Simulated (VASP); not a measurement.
# SiC (Imm2) in VASP: relaxation of the atoms with PBEsol

Aim: the relaxation of the atoms of SiC with PBEsol.

Program: VASP 6.6.1. These are calculated values, not measurements. Logs are shortened: lines on timing, memory, paths and dates and some standing lists are left out, and cuts for length are marked.

### 1 The cell of the first run

It takes space group Imm2 (No. 44, orthorhombic). The conventional cell has a = 3.050 Å, b = 3.080 Å, c = 4.380 Å, α = 90.00°, β = 90.00°, γ = 90.00°. Si (site symmetry mm2) has 4 C at 1.88 to 1.89 Å within 2.5 Å. C (site symmetry mm2) has 4 Si at 1.88 to 1.89 Å within 2.5 Å.

### 2 Relaxation of the atoms, PBEsol (strained cell)

The input, INCAR:

```
  ALGO = Normal
  EDIFF = 1E-7
  EDIFFG = -0.002
  ENCUT = 520
  GGA = PS
  GGA_COMPAT = F
  IBRION = 2
  ISIF = 2
  ISMEAR = 0
  LASPH = T
  LCHARG = F
  LREAL = F
  LWAVE = F
  NELM = 120
  NELMIN = 4
  NSW = 60
  PREC = Accurate
  SIGMA = 0.02
```

The input, KPOINTS:

```
k-points
0
Gamma
  10 10 10
```

The input, POSCAR:

```
SiC
1.0
   -0.0106752166      2.1673210979      2.1899663342
    2.1673210979     -0.0106752166      2.1899663342
    2.1566458813      2.1566458813      0.0000000000
Si C
1 1
Direct
   -0.0001653516     -0.0001653516      0.0001653516
    0.2501653516      0.2501653516      0.2498346484
```

Potentials or basis: VASP PAW PBE potentials, release 64 (Si, C).

Command:

```bash
cat potpaw_PBE.64/Si/POTCAR potpaw_PBE.64/C/POTCAR > POTCAR
mpirun -np 1 vasp_std > vasp.out
```

OUTCAR:

```text
EDIFF = 1E-7
   EDIFFG = -0.002
   ENCUT = 520
   GGA = PS
   IBRION = 2
   ISIF = 2
   ISMEAR = 0
   LASPH = T
   LREAL = F
   NELM = 120
   NELMIN = 4
   NSW = 60
   PREC = Accurate

 ion  position               nearest neighbor table
   1  1.000  1.000  0.000-   2 1.88   2 1.88   2 1.89   2 1.89
   2  0.250  0.250  0.250-   1 1.88   1 1.88   1 1.89   1 1.89

  LATTYP: Found a body centered orthorhombic cell.
 ALAT       =     3.0499578546
 B/A-ratio  =     1.0098998326
 C/A-ratio  =     1.4360633416

  Lattice vectors:

 A1 = (  -2.1673210979,   0.0106752166,   2.1899663342)
 A2 = (   2.1673210979,  -0.0106752166,   2.1899663342)
 A3 = (  -0.0106752166,   2.1673210979,  -2.1899663342)

Analysis of symmetry for initial positions (statically):
=====================================================================
 Subroutine PRICEL returns:
 Original cell was already a primitive cell.

 Routine SETGRP: Setting up the symmetry group for a
 body centered orthorhombic supercell.

 Subroutine GETGRP returns: Found  4 space group operations
 (whereof  4 operations were pure point group operations)
 out of a pool of  8 trial point group operations.

The static configuration has the point symmetry C_2v.

Analysis of symmetry for dynamics (positions and initial velocities):
=====================================================================
 Subroutine PRICEL returns:
 Original cell was already a primitive cell.

 Routine SETGRP: Setting up the symmetry group for a
 body centered orthorhombic supercell.

 Subroutine GETGRP returns: Found  4 space group operations
 (whereof  4 operations were pure point group operations)
 out of a pool of  8 trial point group operations.

The dynamic configuration has the point symmetry C_2v.

 Subroutine INISYM returns: Found  4 space group operations
 (whereof  4 operations are pure point group operations),
 and found     1 'primitive' translations

----------------------------------------------------------------------------------------

                                     Primitive cell

  volume of cell :      20.5733

  direct lattice vectors                    reciprocal lattice vectors
    -0.010675217  2.167321098  2.189966334    -0.229568800  0.229568800  0.228314012
     2.167321098 -0.010675217  2.189966334     0.229568800 -0.229568800  0.228314012
     2.156645881  2.156645881  0.000000000     0.231841493  0.231841493 -0.228314012

[... 98 lines left out ...]
   ISMEAR =     0;   SIGMA  =   0.02  broadening in eV -4-tet -1-fermi 0-gaus
   EFERMI_NEDOS =   21; number of points for ismear=-14 and -15
   IALGO  =     38    algorithm
   IMIX   =      4    mixing-type and parameters
     AMIX     =   0.40;   BMIX     =  1.00
     AMIX_MAG =   1.60;   BMIX_MAG =  1.00
  volume/ion in A,a.u.               =      10.29        69.42
  Fermi-wavevector in a.u.,A,eV,Ry     =   1.194915  2.258062 19.426697  1.427822
  Thomas-Fermi vector in A             =   2.330893
   LORBIT       =      0    0 simple, 1 ext, 2 COOP (PROOUT), +10 PAW based schemes
   GGA     = PS    functional components
   LHFCALC =     F    Hartree Fock is set to
   AEXX    =    0.0000 exact exchange contribution
   IVDW    =     0    specifies the selected vdW correction
   LEPSILON=     F    determine dielectric tensor
   LRPA    =     F    only Hartree local field effects (RPA)
 conjugate gradient relaxation of ions
 non-spin polarized calculation
 Gauss-broadening in eV      SIGMA  =   0.02
  energy-cutoff  :      520.00
  volume of cell :       20.57
 maximum number of plane-waves:       564
   NGX = 11   NGY = 11   NGZ = 11

--------------------------------------- Ionic step        1  -------------------------------------------

 number of electron       8.0000001 magnetization

 Free energy of the ion-electron system (eV)
  ---------------------------------------------------
  ext. energy  EPLUGINS =         0.00000000
  ---------------------------------------------------
  free energy    TOTEN  =       -15.91152593 eV

  energy without entropy =      -15.91152593  energy(sigma->0) =      -15.91152593

------------------------ aborting loop because EDIFF is reached ----------------------------------------

  FORCE on cell =-STRESS in cart. coord.  units (eV):
  Direction    XX          YY          ZZ          XY          YZ          ZX
  --------------------------------------------------------------------------------------
  -------------------------------------------------------------------------------------
  Total        0.3045193      0.3045193     -0.0426185      0.3421088      0.0000000      0.0000000
  in kB       23.7149399     23.7149399     -3.3189830     26.6422853      0.0000000      0.0000000
  external PRESSURE =      14.7036322 kB  Pullay stress =       0.0000000 kB
[... 59 lines left out ...]
--------------------------------------- Ionic step        3  -------------------------------------------

 number of electron       8.0000001 magnetization

 Free energy of the ion-electron system (eV)
  ---------------------------------------------------
  ext. energy  EPLUGINS =         0.00000000
  ---------------------------------------------------
  free energy    TOTEN  =       -15.91161523 eV

  energy without entropy =      -15.91161523  energy(sigma->0) =      -15.91161523

 E-fermi :   8.3352     XC(G=0): -11.5298

 val. band max:        8.1984414505   @ k =   0.0000   0.0000   0.0000
 cond. band min:       9.3188569262   @ k =   0.5000   0.0000   0.5000
 fundamental gap:      1.1204154757
 Fermi energy:         8.3352223120

 k-point     1 :       0.0000    0.0000    0.0000
  band No.  band energies     occupation
      1      -7.3481      2.00000
      2       8.0733      2.00000
      3       8.0943      2.00000
      4       8.1984      2.00000
      5      14.3522      0.00000
      6      15.2888      0.00000
      7      15.4449      0.00000
      8      15.5032      0.00000
[... 243 lines left out ...]
 k-point    24 :       0.4000    0.3000    0.0000
  band No.  band energies     occupation
      1      -4.2115      2.00000
      2       2.4572      2.00000
      3       4.8985      2.00000
      4       5.6200      2.00000
      5      10.9484      0.00000
      6      13.7279      0.00000
      7      19.7016      0.00000
      8      20.0953      0.00000

 [... further k-points ...]

------------------------ aborting loop because EDIFF is reached ----------------------------------------

  FORCE on cell =-STRESS in cart. coord.  units (eV):
  Direction    XX          YY          ZZ          XY          YZ          ZX
  --------------------------------------------------------------------------------------
  -------------------------------------------------------------------------------------
  Total        0.3032828      0.3032828     -0.0441085      0.3153674      0.0000000      0.0000000
  in kB       23.6186433     23.6186433     -3.4350177     24.5597490      0.0000000      0.0000000
  external PRESSURE =      14.6007563 kB  Pullay stress =       0.0000000 kB
[... 17 lines left out ...]
  FREE ENERGIE OF THE ION-ELECTRON SYSTEM (eV)
  ---------------------------------------------------
  free  energy   TOTEN  =       -15.9116152251 eV

  energy  without entropy=      -15.9116152251  energy(sigma->0) =      -15.91161523

 reached required accuracy - stopping structural energy minimisation
```

OSZICAR:

```text
N       E                     dE             d eps       ncg     rms          rms(c)
DAV:   1     0.360688344657E+01    0.36069E+01   -0.41327E+03  2832   0.841E+02
DAV:   2    -0.173710372542E+02   -0.20978E+02   -0.20006E+02  3928   0.108E+02
[... 18 lines left out ...]
   2 F= -.15911546E+02 E0= -.15911546E+02  d E =-.198603E-04
       N       E                     dE             d eps       ncg     rms          rms(c)
DAV:   1    -0.159116200206E+02   -0.74216E-04   -0.53954E-03  2776   0.669E-01    0.190E-02
DAV:   2    -0.159116175673E+02    0.24533E-05   -0.54034E-05  4360   0.715E-02    0.931E-03
DAV:   3    -0.159116151877E+02    0.23796E-05   -0.10473E-05  3080   0.259E-02    0.131E-03
DAV:   4    -0.159116152251E+02   -0.37437E-07   -0.67635E-07  3528   0.776E-03
   3 F= -.15911615E+02 E0= -.15911615E+02  d E =-.892924E-04
```

Wall time 37 s (1 thread of Oxide Virtual Turin-like, shared host); peak memory 0.12 GiB.

Results:

* Free energy: -15.9116 eV
* Energy gained by relaxing: 0.0 meV/atom
* Ionic steps: 3
* Pressure after relaxing: 1.5 GPa
* Band gap on the k mesh: 1.12 eV (least direct gap 4.34 eV)

Final structure:
```xyz
2
Lattice="-0.0107 2.1673 2.1900 2.1673 -0.0107 2.1900 2.1566 2.1566 0.0000" Properties=species:S:1:pos:R:3 pbc="T T T"
Si    2.1566    2.1566    4.3777
C     1.0783    1.0783    1.0972
```

Levels at points of the mesh, in eV from the valence-band top:
```csv
k point,band 1,band 2,band 3,band 4,band 5,band 6,band 7,band 8
"(0.00, 0.00, 0.00)",-15.55,-0.13,-0.10,0.00,6.15,7.09,7.25,7.30
"(0.50, 0.00, 0.00)",-11.96,-8.72,-1.18,-1.02,5.40,7.04,7.25,9.90
"(0.50, 0.50, 0.00)",-10.51,-8.02,-3.31,-3.13,1.21,4.27,13.96,13.98
"(0.00, 0.00, 0.50)",-11.88,-8.69,-1.21,-1.12,5.27,7.00,7.08,9.85
"(0.50, 0.00, 0.50)",-10.42,-7.88,-3.34,-3.33,1.12,4.08,13.76,14.07
```

Caveat: the cell differs from its parent crystal (strained cell); the PAW data sets were made with another functional, which shifts forces and pressure a little.
